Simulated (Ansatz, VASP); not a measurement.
# HfO2 in VASP and in Ansatz

File POSCAR:

```
HfO2
1.0
    0.0000000000      2.4952089600      2.4952089600
    2.4952089600      0.0000000000      2.4952089600
    2.4952089600      2.4952089600      0.0000000000
Hf O
1 2
Direct
    0.0000000000      0.0000000000      0.0000000000
    0.2500000000      0.2500000000      0.2500000000
    0.7500000000      0.7500000000      0.7500000000
```

The input INCAR.step1:

```
ALGO     = Normal         # electronic algorithm
EDIFF    = 1E-4           # SCF threshold, eV
ENCUT    = 520            # plane-wave cutoff, eV
GGA      = PE             # functional
ISMEAR   = -1             # smearing method
LASPH    = True           # aspherical terms in the spheres
LCHARG   = False          # write CHGCAR
LREAL    = False          # projectors in reciprocal space
LWAVE    = True           # write WAVECAR
NELM     = 100            # most SCF steps
PREC     = Accurate       # precision mode
SIGMA    = 0.02           # smearing width, eV
```

INCAR.step2

```
ALGO     = Normal         # electronic algorithm
EDIFF    = 1E-6           # SCF threshold, eV
EDIFFG   = -0.01          # ionic threshold
ENCUT    = 520            # plane-wave cutoff, eV
IBRION   = 2              # ionic algorithm
ISIF     = 2              # what is computed and relaxed
ISMEAR   = -1             # smearing method
ISTART   = 1            
LASPH    = True           # aspherical terms in the spheres
LCHARG   = False          # write CHGCAR
LMIXTAU  = True         
LREAL    = False          # projectors in reciprocal space
LWAVE    = False          # write WAVECAR
METAGGA  = R2SCAN         # meta-GGA
NELM     = 100            # most SCF steps
NSW      = 50             # ionic steps
PREC     = Accurate       # precision mode
SIGMA    = 0.02           # smearing width, eV
```

Contents of KPOINTS:

```
k-points
0
Gamma
  10 10 10
```

Input for Ansatz:

```yaml
crystal:
  lattice:
    - [0.0, 2.49520896, 2.49520896]
    - [2.49520896, 0.0, 2.49520896]
    - [2.49520896, 2.49520896, 0.0]
  atoms:
    - { symbol: Hf, position: [0.0, 0.0, 0.0] }
    - { symbol: O, position: [0.25, 0.25, 0.25] }
    - { symbol: O, position: [0.75, 0.75, 0.75] }
  symmetry: { tolerance: 0.0003 }
hamiltonian:
  xc: r2scan
  pseudopotentials: { kind: paw, azcp: { folder: soft_1 } }
basis:
  ecutwfc: 500
magnetization:
  spin_polarized: false
scf:
  occupations: { method: fermi_dirac, width: 0.02 }
kpoints:
  mp_grid: { grid: [10, 10, 10], shift: [0, 0, 0] }
  band_path:
    path:
      - [0.0, 0.0, 0.0]
      - [0.5, 0.0, 0.5]
      - [0.625, 0.25, 0.625]
      - [0.375, 0.375, 0.75]
      - [0.0, 0.0, 0.0]
      - [0.5, 0.5, 0.5]
      - [0.5, 0.25, 0.75]
      - [0.5, 0.0, 0.5]
    npoints: 10
output:
  forces: true
  stress: true
  eigenvalues: true
  write_potential: true
  elf: true
  volumetric_format: npy
  dos: { e_range: [-12, 8], de: 0.05 }
relax:
  max_steps: 30
```

Alike in both runs: task relaxation of the atoms; functional r2SCAN; k mesh 10 × 10 × 10; occupations fermi-dirac, width 0.02 eV; no spin polarisation.

```csv
,VASP,Ansatz
version,VASP 6.6.1,Ansatz 0.2.0
potentials or method,"VASP PAW PBE potentials, release 64 (Hf_pv, O), cutoff 520 eV",PAW plane waves
valence electrons in the cell,22,38
```

```tsv
	VASP	Ansatz	Ansatz less VASP
gap on the k mesh at the Fermi level, each at its own relaxed structure (eV)	4.44	4.41	-0.025
```

VASP's potentials were made for PBE, not for r2SCAN. VASP's potentials hold 22 valence electrons a cell and Ansatz's 38, so a difference there can come from the potentials and not from the codes. Ansatz's warnings: stress scf threshold loose.

Spin-orbit coupling is off throughout. Noted on VASP's run: the relaxation stopped at its first step, so nothing moved.
